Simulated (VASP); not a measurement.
# NiO in VASP: a series of runs, part 3 of 3

VASP 6.6.1. The steps go on from the part before.

## 4. Electric field gradients, PBE, collinear spin, ferromagnetic start (equal xy, yz and zx shear strains of +3 %)

Contents of INCAR:

```
PREC     = Accurate       # precision mode
ENCUT    = 520            # plane-wave cutoff, eV
EDIFF    = 1E-8           # SCF threshold, eV
ISMEAR   = -1             # smearing method
SIGMA    = 0.03           # smearing width, eV
LREAL    = False          # projectors in reciprocal space
LASPH    = True           # aspherical terms in the spheres
NELM     = 150            # most SCF steps
ALGO     = Normal         # electronic algorithm
ISIF     = 2              # what is computed and relaxed
LWAVE    = False          # write WAVECAR
LCHARG   = False          # write CHGCAR
ISPIN    = 2              # spin polarisation
MAGMOM   = 1.5 0          # initial moments
LORBIT   = 11             # projections on sites
LMAXMIX  = 4              # l up to which the mixer works
GGA      = PE             # functional
LEFG     = True         
NBANDS   = 19             # bands
```

Contents of KPOINTS:

```
Automatic mesh
0
Gamma
  17 17 17
```

Contents of POSCAR:

```
NiO
1.0
    0.0627393000      2.1226796500      2.1226796500
    2.1226796500      0.0627393000      2.1226796500
    2.1226796500      2.1226796500      0.0627393000
Ni O
1 1
Direct
    0.0000000000      0.0000000000      0.0000000000
    0.5000000000      0.5000000000      0.5000000000
```

Potentials or basis: VASP PAW PBE potentials, release 64 (Ni, O).

On the command line:

```
$ cat potpaw_PBE.64/Ni/POTCAR potpaw_PBE.64/O/POTCAR > POTCAR
$ mpirun -np 1 vasp_std > vasp.out
```

OUTCAR:

```text
PREC = Accurate
   ENCUT = 520
   EDIFF = 1E-8
   ISMEAR = -1
   LREAL = False
   LASPH = True
   NELM = 150
   ISIF = 2
   ISPIN = 2
   LORBIT = 11
   GGA = PE

 ion  position               nearest neighbor table
   1  0.000  0.000  0.000-   2 2.09   2 2.09   2 2.09   2 2.09   2 2.09   2 2.09
   2  0.500  0.500  0.500-   1 2.09   1 2.09   1 2.09   1 2.09   1 2.09   1 2.09

  LATTYP: Found a trigonal (rhomboedric) cell.
 ALAT       =     3.0025778945
 COS(alpha) =     0.5293254421

  Lattice vectors:

 A1 = (   0.0627393000,   2.1226796500,   2.1226796500)
 A2 = (   2.1226796500,   0.0627393000,   2.1226796500)
 A3 = (   2.1226796500,   2.1226796500,   0.0627393000)

Analysis of symmetry for initial positions (statically):
=====================================================================
 Subroutine PRICEL returns:
 Original cell was already a primitive cell.

 Routine SETGRP: Setting up the symmetry group for a
 trigonal (rhombohedral) supercell.

 Subroutine GETGRP returns: Found 12 space group operations
 (whereof 12 operations were pure point group operations)
 out of a pool of 12 trial point group operations.

The static configuration has the point symmetry D_3d.

Analysis of symmetry for dynamics (positions and initial velocities):
=====================================================================
 Subroutine PRICEL returns:
 Original cell was already a primitive cell.

 Routine SETGRP: Setting up the symmetry group for a
 trigonal (rhombohedral) supercell.

 Subroutine GETGRP returns: Found 12 space group operations
 (whereof 12 operations were pure point group operations)
 out of a pool of 12 trial point group operations.

The dynamic configuration has the point symmetry D_3d.

Analysis of structural, dynamic, and magnetic symmetry:
=====================================================================
 Subroutine PRICEL returns:
 Original cell was already a primitive cell.

 Routine SETGRP: Setting up the symmetry group for a
 trigonal (rhombohedral) supercell.

 Subroutine GETGRP returns: Found 12 space group operations
 (whereof 12 operations were pure point group operations)
 out of a pool of 12 trial point group operations.

The overall configuration has the point symmetry D_3d.

 Subroutine INISYM returns: Found 12 space group operations
 (whereof 12 operations are pure point group operations),
 and found     1 'primitive' translations

----------------------------------------------------------------------------------------

                                     Primitive cell

  volume of cell :      18.2808

  direct lattice vectors                    reciprocal lattice vectors
     0.062739300  2.122679650  2.122679650    -0.246260312  0.239190638  0.239190638
     2.122679650  0.062739300  2.122679650     0.239190638 -0.246260312  0.239190638
     2.122679650  2.122679650  0.062739300     0.239190638  0.239190638 -0.246260312

  length of vectors
     3.002577895  3.002577895  3.002577895     0.418411835  0.418411835  0.418411835
[... 104 lines left out ...]
  Thomas-Fermi vector in A             =   2.668367
   LORBIT       =     11    0 simple, 1 ext, 2 COOP (PROOUT), +10 PAW based schemes
   GGA     = PE    functional components
   LHFCALC =     F    Hartree Fock is set to
   AEXX    =    0.0000 exact exchange contribution
   IVDW    =     0    specifies the selected vdW correction
   LEPSILON=     F    determine dielectric tensor
   LRPA    =     F    only Hartree local field effects (RPA)
 spin polarized calculation
  energy-cutoff  :      520.00
  volume of cell :       18.28
 maximum number of plane-waves:       514
   NGX = 11   NGY = 11   NGZ = 11

 number of electron      15.9999993 magnetization       1.7107840

 Free energy of the ion-electron system (eV)
  ---------------------------------------------------
  ext. energy  EPLUGINS =         0.00000000
  ---------------------------------------------------
  free energy    TOTEN  =       -11.46636976 eV

  energy without entropy =      -11.46286809  energy(sigma->0) =      -11.46461892

 E-fermi :   7.8547     XC(G=0): -12.6599

 val. band max:        7.8531281867   @ k =   0.1176   0.1176   0.0588
 cond. band min:       7.8552156140   @ k =  -0.0588   0.0588   0.0588
 fundamental gap:      0.0020874273
 Fermi energy:         7.8546666099

 spin component 1

 k-point     1 :       0.0000    0.0000    0.0000
  band No.  band energies     occupation
      1     -12.4918      1.00000
      2       4.6463      1.00000
      3       4.7425      1.00000
      4       4.7426      1.00000
      5       4.9707      1.00000
      6       4.9707      1.00000
[... 517 lines left out ...]
     18      35.7711      0.00000
     19      37.0544      0.00000

 [... further k-points ...]

 spin component 2

 k-point     1 :       0.0000    0.0000    0.0000
  band No.  band energies     occupation
      1     -12.0683      1.00000
      2       5.1200      1.00000
      3       5.4692      1.00000
      4       5.4692      1.00000
      5       5.8657      1.00000
      6       6.0636      1.00000
[... 517 lines left out ...]
     18      36.3214      0.00000
     19      37.6432      0.00000

 [... further k-points ...]
[... 5 lines left out ...]
  --------------------------------------------------------------------------------------
  -------------------------------------------------------------------------------------
  Total        0.4312381      0.4312381      0.4312381     -0.2020042     -0.2020042     -0.2020042
  in kB       37.7948625     37.7948625     37.7948625    -17.7041923    -17.7041923    -17.7041923
  external PRESSURE =      37.7948625 kB  Pullay stress =       0.0000000 kB

 VOLUME and BASIS-vectors are now :
 -----------------------------------------------------------------------------
  energy-cutoff  :      520.00
  volume of cell :       18.28
      direct lattice vectors                 reciprocal lattice vectors
     0.062739300  2.122679650  2.122679650    -0.246260312  0.239190638  0.239190638
     2.122679650  0.062739300  2.122679650     0.239190638 -0.246260312  0.239190638
     2.122679650  2.122679650  0.062739300     0.239190638  0.239190638 -0.246260312

 POSITION                                       TOTAL-FORCE (eV/Angst)
 -----------------------------------------------------------------------------------
      0.00000      0.00000      0.00000         0.000000     -0.000000     -0.000000
      2.15405      2.15405      2.15405        -0.000000      0.000000      0.000000
 -----------------------------------------------------------------------------------
    total drift:                                0.000000     -0.000000     -0.000000

  FREE ENERGIE OF THE ION-ELECTRON SYSTEM (eV)
  ---------------------------------------------------
  free  energy   TOTEN  =       -11.4663697568 eV

  energy  without entropy=      -11.4628680907  energy(sigma->0) =      -11.46461892

 Electric field gradients (V/A^2)
---------------------------------------------------------------------
 ion       V_xx      V_yy      V_zz      V_xy      V_xz      V_yz
---------------------------------------------------------------------
   1       0.000    -0.000    -0.000     3.731     3.731     3.731
   2      -0.000     0.000     0.000     6.411     6.411     6.411
---------------------------------------------------------------------

 Electric field gradients after diagonalization (V/A^2)
 (convention: |V_zz| > |V_xx| > |V_yy|)
----------------------------------------------------------------------
 ion       V_xx      V_yy      V_zz     asymmetry (V_yy - V_xx)/ V_zz
----------------------------------------------------------------------
   1      -3.731    -3.731     7.462       0.000
   2      -6.411    -6.411    12.823       0.000
----------------------------------------------------------------------

           NMR quadrupolar parameters

 Cq : quadrupolar parameter    Cq=e*Q*V_zz/h
 eta: asymmetry parameters     (V_yy - V_xx)/ V_zz
 Q  : nuclear electric quadrupole moment in mb (millibarn)
----------------------------------------------------------------------
 ion       Cq(MHz)       eta       Q (mb)
----------------------------------------------------------------------
   1       0.018       0.000       1.000
   2       0.031       0.000       1.000
----------------------------------------------------------------------

 total charge

# of ion       s       p       d       tot
------------------------------------------
    1        0.331   0.401   8.248   8.980
    2        1.557   3.418   0.000   4.976
--------------------------------------------------
tot          1.888   3.820   8.248  13.955

 magnetization (x)

# of ion       s       p       d       tot
------------------------------------------
    1        0.011   0.015   1.384   1.410
    2        0.028   0.231   0.000   0.258
--------------------------------------------------
tot          0.039   0.246   1.384   1.668
```

It took 12 min on 1 thread of AMD EPYC 7R43 (Zen 3), shared host; peak memory 0.32 GiB.

Results:

```yaml
Free_energy: -11.4664 eV
Pressure: 3.8 GPa
Net_moment: 1.71 μB per cell
Site_moments: Ni +1.41; O +0.26 μB
Largest_electric_field_gradient_by_atom: Ni +7.5; O +12.8 V/Å²
Valence_electrons_inside_the_program's_atomic_spheres: Ni 8.98; O 4.98
```

Levels at points of the mesh, in eV from the Fermi level:
Spin up:
| k point | band 6 | band 7 | band 8 | band 9 | band 10 | band 11 | band 12 | band 13 |
| --- | --- | --- | --- | --- | --- | --- | --- | --- |
| (0.00, 0.00, 0.00) | -2.88 | -2.77 | -2.59 | -2.59 | 1.50 | 17.77 | 18.09 | 19.32 |
Spin down:
| k point | band 5 | band 6 | band 7 | band 8 | band 9 | band 10 |
| --- | --- | --- | --- | --- | --- | --- |
| (0.00, 0.00, 0.00) | -1.99 | -1.79 | -1.79 | -0.63 | -0.63 | 1.84 |

Electric field gradients, principal values (V/Å²):
| atom | least | middle | greatest (by size) |
| --- | --- | --- | --- |
| 1 Ni | -3.731 | -3.731 | 7.462 |
| 2 O | -6.411 | -6.411 | 12.823 |

Caveat: the cell differs from its parent crystal (equal xy, yz and zx shear strains of +3 %); the cell stands under pressure; without QUAD_EFG the Cq values of the log hold for a quadrupole moment of 1 mb, not for the nuclei; a cell with one magnetic atom can't hold antiferromagnetic order, which such compounds often take; semilocal functionals often make such compounds metallic where correlation or magnetic order opens a gap, which also shifts bond lengths.

## 5. Overview

| cell | gap on the mesh (eV) | pressure (GPa) | moment (μB) |
| --- | --- | --- | --- |
| a = 2.928, b = 2.928, c = 2.898 Å, angles 60.3, 60.3, 59.3°, 2 atoms | none | 11.8 | 1.58 |
| a = 2.987 Å, angles 58.7°, 2 atoms | none | 3.8 | 1.71 |
| a = 3.003 Å, angles 58.0°, 2 atoms | none | 3.8 | 1.71 |

Alike in all rows: task electric field gradients; level PBE; potentials or basis VASP PAW PBE potentials, release 64 (Ni, O); spin collinear, ferromagnetic start; k mesh 17 × 17 × 17; cutoff (eV) 520; smearing fermi-dirac 0.03 eV.

Caveats: the cell stands under pressure; a cell with one magnetic atom can't hold antiferromagnetic order, which such compounds often take; semilocal functionals often make such compounds metallic where correlation or magnetic order opens a gap, which also shifts bond lengths.

Total energies depend on the potentials used, so only differences within one code and one set of settings carry meaning.
